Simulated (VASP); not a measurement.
# Ni (Pm-3m) in VASP: a series of runs

Ni is run at these levels: LDA; tasks: single point, relaxation of cell and atoms.

Everything below comes from runs of VASP 6.6.1. Logs are shortened: lines on timing, memory, paths and dates and some standing lists are left out, and cuts for length are marked.

### Step 1. The cell of the first run

It takes space group Pm-3m (No. 221, cubic). Conventional cell: a = 2.260 Å, b = 2.260 Å, c = 2.260 Å, α = 90.00°, β = 90.00°, γ = 90.00°. Ni (site symmetry m-3m) has 6 Ni at 2.26 Å within 3.0 Å.

This isn't the form of Ni at room conditions, which is fcc.

### Step 2. Single point, LDA, collinear spin, ferromagnetic start

INCAR reads:

```
SYSTEM = Ni
PREC     = Accurate       ! precision mode
ENCUT    = 520            ! plane-wave cutoff, eV
EDIFF    = 1E-6           ! SCF threshold, eV
ISMEAR   = -1             ! smearing method
SIGMA    = 0.05           ! smearing width, eV
LREAL    = .False.        ! projectors in reciprocal space
LASPH    = .True.         ! aspherical terms in the spheres
NELM     = 150            ! most SCF steps
ALGO     = Normal         ! electronic algorithm
ISIF     = 2              ! what is computed and relaxed
LWAVE    = .False.        ! write WAVECAR
LCHARG   = .True.         ! write CHGCAR
ISPIN    = 2              ! spin polarisation
MAGMOM   = 0.8            ! initial moments
LORBIT   = 11             ! projections on sites
LMAXMIX  = 4              ! l up to which the mixer works
GGA      = CA             ! functional
LELF     = .True.         ! ELF
LVHAR    = .True.       
NBANDS   = 15             ! bands
```

KPOINTS reads:

```
Automatic mesh
0
Gamma
  14 14 14
  0 0 0
```

POSCAR reads:

```
Ni
1.0
    2.2600048197      0.0000000000      0.0000000000
    0.0000000000      2.2600048197      0.0000000000
    0.0000000000      0.0000000000      2.2600048197
Ni
1
Direct
    0.0000000000      0.0000000000      0.0000000000
```

Potentials or basis: VASP PAW LDA potentials, release 64 (Ni).

Command:

```console
cat potpaw_LDA.64/Ni/POTCAR > POTCAR
mpirun -np 1 vasp_std > vasp.out
```

OUTCAR:

```text
SYSTEM = Ni
   PREC = Accurate
   ENCUT = 520
   EDIFF = 1E-6
   ISMEAR = -1
   LREAL = .False.
   LASPH = .True.
   NELM = 150
   ISIF = 2
   ISPIN = 2
   LORBIT = 11
   GGA = CA

 ion  position               nearest neighbor table
   1  0.000  0.000  0.000-

  LATTYP: Found a simple cubic cell.
 ALAT       =     2.2600048197

  Lattice vectors:

 A1 = (   2.2600048197,   0.0000000000,   0.0000000000)
 A2 = (   0.0000000000,   2.2600048197,   0.0000000000)
 A3 = (   0.0000000000,   0.0000000000,   2.2600048197)

Analysis of symmetry for initial positions (statically):
=====================================================================
 Subroutine PRICEL returns:
 Original cell was already a primitive cell.

 Routine SETGRP: Setting up the symmetry group for a
 simple cubic supercell.

 Subroutine GETGRP returns: Found 48 space group operations
 (whereof 48 operations were pure point group operations)
 out of a pool of 48 trial point group operations.

The static configuration has the point symmetry O_h .

Analysis of symmetry for dynamics (positions and initial velocities):
=====================================================================
 Subroutine PRICEL returns:
 Original cell was already a primitive cell.

 Routine SETGRP: Setting up the symmetry group for a
 simple cubic supercell.

 Subroutine GETGRP returns: Found 48 space group operations
 (whereof 48 operations were pure point group operations)
 out of a pool of 48 trial point group operations.

The dynamic configuration has the point symmetry O_h .

Analysis of structural, dynamic, and magnetic symmetry:
=====================================================================
 Subroutine PRICEL returns:
 Original cell was already a primitive cell.

 Routine SETGRP: Setting up the symmetry group for a
 simple cubic supercell.

 Subroutine GETGRP returns: Found 48 space group operations
 (whereof 48 operations were pure point group operations)
 out of a pool of 48 trial point group operations.

The overall configuration has the point symmetry O_h .

 Subroutine INISYM returns: Found 48 space group operations
 (whereof 48 operations are pure point group operations),
 and found     1 'primitive' translations

----------------------------------------------------------------------------------------

                                     Primitive cell

  volume of cell :      11.5432

  direct lattice vectors                    reciprocal lattice vectors
     2.260004820  0.000000000  0.000000000     0.442476932  0.000000000  0.000000000
     0.000000000  2.260004820  0.000000000     0.000000000  0.442476932  0.000000000
     0.000000000  0.000000000  2.260004820     0.000000000  0.000000000  0.442476932

  length of vectors
     2.260004820  2.260004820  2.260004820     0.442476932  0.442476932  0.442476932

  position of ions in fractional coordinates (direct lattice)
     0.000000000  0.000000000  0.000000000

  ion indices of the primitive-cell ions
   primitive index   ion index
                 1           1

----------------------------------------------------------------------------------------

 KPOINTS: Automatic mesh

Automatic generation of k-mesh.
 Grid dimensions read from file:
 generate k-points for:   14   14   14

 Generating k-lattice:

  Cartesian coordinates                     Fractional coordinates (reciprocal lattice)
     0.031605495  0.000000000  0.000000000     0.071428571  0.000000000  0.000000000
     0.000000000  0.031605495  0.000000000     0.000000000  0.071428571  0.000000000
     0.000000000  0.000000000  0.031605495     0.000000000  0.000000000  0.071428571

  Length of vectors
     0.031605495  0.031605495  0.031605495

  Shift w.r.t. Gamma in fractional coordinates (k-lattice)
     0.000000000  0.000000000  0.000000000

 Subroutine IBZKPT returns following result:
 ===========================================

 Found    120 irreducible k-points:

 Following reciprocal coordinates:
            Coordinates               Weight
  0.000000  0.000000  0.000000      1.000000
  0.071429  0.000000  0.000000      6.000000
  0.142857  0.000000  0.000000      6.000000
  0.214286  0.000000  0.000000      6.000000
  0.285714  0.000000  0.000000      6.000000
  0.357143  0.000000  0.000000      6.000000
[... 16 lines left out ...]
  0.285714  0.214286  0.000000     24.000000
  0.357143  0.214286  0.000000     24.000000
 [... further k-points ...]
   k-points           NKPTS =    120   k-points in BZ     NKDIM =    120   number of bands    NBANDS=     15
   number of dos      NEDOS =    301   number of ions     NIONS =      1
   total plane-waves  NPLWV =   5832
   dimension x,y,z NGX =    18 NGY =   18 NGZ =   18
   dimension x,y,z NGXF=    36 NGYF=   36 NGZF=   36
   ions per type =               1
   NGX,Y,Z   is equivalent  to a cutoff of  13.24, 13.24, 13.24 a.u.
   NGXF,Y,Z  is equivalent  to a cutoff of  26.48, 26.48, 26.48 a.u.
 SYSTEM =  Ni
   PREC   = accura    normal or accurate (medium, high low for compatibility)
   ISTART =      0    job   : 0-new  1-cont  2-samecut
   ICHARG =      2    charge: 1-file 2-atom 10-const
   ISPIN  =      2    spin polarized calculation?
   LNONCOLLINEAR =      F non collinear calculations
   LSORBIT =      F    spin-orbit coupling
   LASPH  =      T    aspherical Exc in radial PAW
   ENCUT  =  520.0 eV  38.22 Ry    6.18 a.u.   4.20  4.20  4.20*2*pi/ulx,y,z
   NELM   =    150;   NELMIN=  2; NELMDL= -5     # of ELM steps
   EDIFF  = 0.1E-05   stopping-criterion for ELM
   LREAL  =      F    real-space projection
   EDIFFG = 0.1E-04   stopping-criterion for IOM
   NSW    =      0    number of steps for IOM
   IBRION =     -1    ionic relax: 0-MD 1-quasi-New 2-CG
   NFREE  =      0    steps in history (QN), initial steepest desc. (CG)
   ISIF   =      2    stress and relaxation
   ISYM   =      2    0-nonsym 1-usesym 2-fastsym
   POTIM  = 0.5000    time-step for ionic-motion
   TEBEG  =    0.0;   TEEND  =   0.0 temperature during run
   PSTRESS=    0.0 pullay stress
   NELECT =      10.0000    total number of electrons
   NUPDOWN=      -1.0000    fix difference up-down
   EMIN   =  10.00;   EMAX   =-10.00  energy-range for DOS
   EFERMI =   0.00;   METHOD = LEGACY
   ISMEAR =    -1;   SIGMA  =   0.05  broadening in eV -4-tet -1-fermi 0-gaus
   EFERMI_NEDOS =   21; number of points for ismear=-14 and -15
   IALGO  =     38    algorithm
   IMIX   =      4    mixing-type and parameters
     AMIX     =   0.40;   BMIX     =  1.00
     AMIX_MAG =   1.60;   BMIX_MAG =  1.00
  volume/ion in A,a.u.               =      11.54        77.90
  Fermi-wavevector in a.u.,A,eV,Ry     =   1.560626  2.949155 33.137711  2.435553
  Thomas-Fermi vector in A             =   2.663810
   LORBIT       =     11    0 simple, 1 ext, 2 COOP (PROOUT), +10 PAW based schemes
   GGA     = CA    functional components
   LHFCALC =     F    Hartree Fock is set to
   AEXX    =    0.0000 exact exchange contribution
   IVDW    =     0    specifies the selected vdW correction
   LEPSILON=     F    determine dielectric tensor
   LRPA    =     F    only Hartree local field effects (RPA)
 spin polarized calculation
  energy-cutoff  :      520.00
  volume of cell :       11.54
 maximum number of plane-waves:       320
 NGX is ok and might be reduce to    18
   NGX =  9   NGY =  9   NGZ =  9

 number of electron      10.0000000 magnetization       0.8000000

 number of electron       9.9999995 magnetization       0.4485927

 Free energy of the ion-electron system (eV)
  ---------------------------------------------------
  ext. energy  EPLUGINS =         0.00000000
  ---------------------------------------------------
  free energy    TOTEN  =        -5.82660201 eV

  energy without entropy =       -5.81256294  energy(sigma->0) =       -5.81958248

 E-fermi :   8.2496     XC(G=0): -13.1600

 val. band max:        8.2399435720   @ k =   0.4286   0.1429   0.0000
 cond. band min:       8.2677800542   @ k =   0.5000   0.3571   0.0714
 fundamental gap:      0.0278364822
 Fermi energy:         8.2495938966

 spin component 1

 k-point     1 :       0.0000    0.0000    0.0000
  band No.  band energies     occupation
      1      -0.2656      1.00000
      2       4.2916      1.00000
      3       4.2916      1.00000
      4       8.0419      0.98455
      5       8.0419      0.98455
      6       8.0419      0.98455
      7      28.6998      0.00000
      8      28.6998      0.00000
      9      28.6998      0.00000
     10      32.8071      0.00000
     11      32.8071      0.00000
     12      37.4855      0.00000
     13      51.6018      0.00000
     14      51.6018      0.00000
     15      51.6018      0.00000
[... 397 lines left out ...]
 k-point    24 :       0.3571    0.2143    0.0000
  band No.  band energies     occupation
      1       3.8356      1.00000
      2       4.9984      1.00000
      3       5.9196      1.00000
      4       7.1400      1.00000
      5       7.6899      0.99999
      6       7.8305      0.99977
      7      16.0491      0.00000
      8      24.5457      0.00000
      9      32.2895      0.00000
     10      35.3301      0.00000
     11      35.7369      0.00000
     12      43.2964      0.00000
     13      44.0062      0.00000
     14      47.6726      0.00000
     15      51.4045      0.00000

 [... further k-points ...]

 spin component 2

 k-point     1 :       0.0000    0.0000    0.0000
  band No.  band energies     occupation
      1      -0.2094      1.00000
      2       4.6293      1.00000
      3       4.6293      1.00000
      4       8.5375      0.00315
      5       8.5375      0.00315
      6       8.5375      0.00315
      7      28.7801      0.00000
      8      28.7801      0.00000
      9      28.7801      0.00000
     10      32.9329      0.00000
     11      32.9329      0.00000
     12      37.5427      0.00000
     13      51.6663      0.00000
     14      51.6663      0.00000
     15      51.6663      0.00000
[... 397 lines left out ...]
 k-point    24 :       0.3571    0.2143    0.0000
  band No.  band energies     occupation
      1       3.9977      1.00000
      2       5.3386      1.00000
      3       6.2644      1.00000
      4       7.6087      1.00000
      5       8.1513      0.87723
      6       8.1751      0.81595
      7      16.2171      0.00000
      8      24.6689      0.00000
      9      32.4002      0.00000
     10      35.4382      0.00000
     11      35.7893      0.00000
     12      43.3808      0.00000
     13      44.1035      0.00000
     14      47.7399      0.00000
     15      51.4892      0.00000

 [... further k-points ...]

------------------------ aborting loop because EDIFF is reached ----------------------------------------

  FORCE on cell =-STRESS in cart. coord.  units (eV):
  Direction    XX          YY          ZZ          XY          YZ          ZX
  --------------------------------------------------------------------------------------
  -------------------------------------------------------------------------------------
  Total       -0.0094215     -0.0094215     -0.0094215      0.0000000      0.0000000      0.0000000
  in kB       -1.3076797     -1.3076797     -1.3076797      0.0000000      0.0000000      0.0000000
  external PRESSURE =      -1.3076797 kB  Pullay stress =       0.0000000 kB

 VOLUME and BASIS-vectors are now :
 -----------------------------------------------------------------------------
  energy-cutoff  :      520.00
  volume of cell :       11.54
      direct lattice vectors                 reciprocal lattice vectors
     2.260004820  0.000000000  0.000000000     0.442476932  0.000000000  0.000000000
     0.000000000  2.260004820  0.000000000     0.000000000  0.442476932  0.000000000
     0.000000000  0.000000000  2.260004820     0.000000000  0.000000000  0.442476932

 POSITION                                       TOTAL-FORCE (eV/Angst)
 -----------------------------------------------------------------------------------
      0.00000      0.00000      0.00000         0.000000      0.000000      0.000000
 -----------------------------------------------------------------------------------
    total drift:                                0.000000      0.000000      0.000000

  FREE ENERGIE OF THE ION-ELECTRON SYSTEM (eV)
  ---------------------------------------------------
  free  energy   TOTEN  =        -5.8266020110 eV

  energy  without entropy=       -5.8125629390  energy(sigma->0) =       -5.81958248

 total charge

# of ion       s       p       d       tot
------------------------------------------
    1        0.547   0.449   8.405   9.401

 magnetization (x)

# of ion       s       p       d       tot
------------------------------------------
    1        0.001  -0.000   0.445   0.446
```

Run time: 14 s. Hardware: 1 thread of Intel Xeon 6975P-C (Granite Rapids), shared host; peak memory 0.14 GiB.

What came out:

```yaml
Free_energy: -5.8266 eV
Pressure: -0.1 GPa
Net_moment: 0.45 μB per cell
Site_moments: Ni +0.45 μB
Valence_electrons_inside_the_program's_atomic_spheres: Ni 9.40
```

### Step 3. Single point, LDA, collinear spin, ferromagnetic start (10.16 Å³/atom)

This run uses another cell than the first one, of 10.16 Å³/atom.

INCAR reads:

```
SYSTEM = Ni
  PREC = Accurate
  ENCUT = 520
  EDIFF = 1E-7
  ISMEAR = -1
  SIGMA = 0.05
  LREAL = .False.
  LASPH = .True.
  NELM = 150
  ALGO = Normal
  ISIF = 2
  LWAVE = .False.
  LCHARG = .False.
  ISPIN = 2
  MAGMOM = 0.463
  LORBIT = 11
  LMAXMIX = 4
  NBANDS = 15
```

KPOINTS reads:

```
Automatic mesh
0
Gamma
  23 23 23
  0 0 0
```

POSCAR reads:

```
Ni
1.0
    2.1657263940      0.0000000000      0.0000000000
    0.0000000000      2.1657263940      0.0000000000
    0.0000000000      0.0000000000      2.1657263940
Ni
1
Direct
    0.0000000000      0.0000000000      0.0000000000
```

Potentials or basis: VASP PAW LDA potentials, release 64 (Ni).

Command:

```console
cat potpaw_LDA.64/Ni/POTCAR > POTCAR
mpirun -np 1 vasp_std > vasp.out
```

Run time: 23 s. Hardware: 1 thread of Intel Xeon 6975P-C (Granite Rapids), shared host; peak memory 0.18 GiB.

It converged, with:

```yaml
Free_energy: -5.7066 eV
Pressure: 31.6 GPa
Net_moment: 0.29 μB per cell
Site_moments: Ni +0.28 μB
Valence_electrons_inside_the_program's_atomic_spheres: Ni 9.65
```

Levels at points of the mesh, in eV from the Fermi level:
Spin up:
| k point | band 3 | band 4 | band 5 | band 6 | band 7 | band 8 |
| --- | --- | --- | --- | --- | --- | --- |
| (0.00, 0.00, 0.00) | -4.59 | -0.06 | -0.06 | -0.06 | 22.10 | 22.10 |
Spin down:
| k point | band 1 | band 2 | band 3 | band 4 | band 5 | band 6 | band 7 | band 8 | band 9 | band 10 |
| --- | --- | --- | --- | --- | --- | --- | --- | --- | --- | --- |
| (0.00, 0.00, 0.00) | -9.36 | -4.39 | -4.39 | 0.27 | 0.27 | 0.27 | 22.16 | 22.16 | 22.16 | 26.70 |

Caveat: the cell stands under pressure.

### Step 4. Single point, LDA, collinear spin, ferromagnetic start (10.62 Å³/atom)

This run uses another cell than the first one, of 10.62 Å³/atom.

INCAR reads:

```
SYSTEM = Ni
PREC = Accurate ; ENCUT = 520
EDIFF = 1E-6 ; ISMEAR = -1
SIGMA = 0.05 ; LREAL = .FALSE.
LASPH = .TRUE. ; NELM = 150
ALGO = Normal ; ISIF = 2
LWAVE = .FALSE. ; LCHARG = .TRUE.
ISPIN = 2 ; MAGMOM = 0.463
LORBIT = 11 ; LMAXMIX = 4
GGA = CA ; LELF = .TRUE.
LVHAR = .TRUE. ; NBANDS = 15
```

KPOINTS reads:

```
Automatic mesh
0
G
  23 23 23
  0 0 0
```

POSCAR reads:

```
Ni
1.0
    2.1980554348      0.0000000000      0.0000000000
    0.0000000000      2.1980554348      0.0000000000
    0.0000000000      0.0000000000      2.1980554348
Ni
1
Direct
    0.0000000000      0.0000000000      0.0000000000
```

Potentials or basis: VASP PAW LDA potentials, release 64 (Ni).

Command:

```console
cat potpaw_LDA.64/Ni/POTCAR > POTCAR
mpirun -np 1 vasp_std > vasp.out
```

OUTCAR:

```text
SYSTEM = Ni
   PREC = Accurate
   ENCUT = 520
   EDIFF = 1E-6
   ISMEAR = -1
   LREAL = .FALSE.
   LASPH = .TRUE.
   NELM = 150
   ISIF = 2
   ISPIN = 2
   LORBIT = 11
   GGA = CA

 ion  position               nearest neighbor table
   1  0.000  0.000  0.000-

  LATTYP: Found a simple cubic cell.
 ALAT       =     2.1980554348

  Lattice vectors:

 A1 = (   2.1980554348,   0.0000000000,   0.0000000000)
 A2 = (   0.0000000000,   2.1980554348,   0.0000000000)
[... 1070 lines left out ...]
  --------------------------------------------------------------------------------------
  -------------------------------------------------------------------------------------
  Total        1.2222153      1.2222153      1.2222153      0.0000000      0.0000000      0.0000000
  in kB      184.3921222    184.3921222    184.3921222      0.0000000      0.0000000      0.0000000
  external PRESSURE =     184.3921222 kB  Pullay stress =       0.0000000 kB

 VOLUME and BASIS-vectors are now :
 -----------------------------------------------------------------------------
  energy-cutoff  :      520.00
  volume of cell :       10.62
      direct lattice vectors                 reciprocal lattice vectors
     2.198055435  0.000000000  0.000000000     0.454947580  0.000000000  0.000000000
     0.000000000  2.198055435  0.000000000     0.000000000  0.454947580  0.000000000
     0.000000000  0.000000000  2.198055435     0.000000000  0.000000000  0.454947580

 POSITION                                       TOTAL-FORCE (eV/Angst)
 -----------------------------------------------------------------------------------
      0.00000      0.00000      0.00000         0.000000      0.000000      0.000000
 -----------------------------------------------------------------------------------
    total drift:                               -0.000000      0.000000      0.000000

  FREE ENERGIE OF THE ION-ELECTRON SYSTEM (eV)
  ---------------------------------------------------
  free  energy   TOTEN  =        -5.7781367149 eV

  energy  without entropy=       -5.7636127764  energy(sigma->0) =       -5.77087475

 total charge

# of ion       s       p       d       tot
------------------------------------------
    1        0.582   0.516   8.459   9.557

 magnetization (x)

# of ion       s       p       d       tot
------------------------------------------
    1        0.001   0.001   0.346   0.349
```

It took 22 s on 1 thread of Intel Xeon 6975P-C (Granite Rapids), shared host; peak memory 0.18 GiB.

Results:

| Quantity | Value |
| --- | --- |
| Free energy | -5.7781 eV |
| Pressure | 18.4 GPa |
| Net moment | 0.35 μB per cell |
| Site moments | Ni +0.35 μB |
| Valence electrons inside the program's atomic spheres | Ni 9.56 |

Levels at points of the mesh, in eV from the Fermi level:
Spin up:
| k point | band 2 | band 3 | band 4 | band 5 | band 6 | band 7 | band 8 | band 9 |
| --- | --- | --- | --- | --- | --- | --- | --- | --- |
| (0.00, 0.00, 0.00) | -4.36 | -4.36 | -0.11 | -0.11 | -0.11 | 21.52 | 21.52 | 21.52 |
Spin down:
| k point | band 2 | band 3 | band 4 | band 5 | band 6 | band 7 | band 8 | band 9 |
| --- | --- | --- | --- | --- | --- | --- | --- | --- |
| (0.00, 0.00, 0.00) | -4.11 | -4.11 | 0.28 | 0.28 | 0.28 | 21.59 | 21.59 | 21.59 |

Caveat: the cell stands under pressure.

(Part 1 of 2 ends here.)
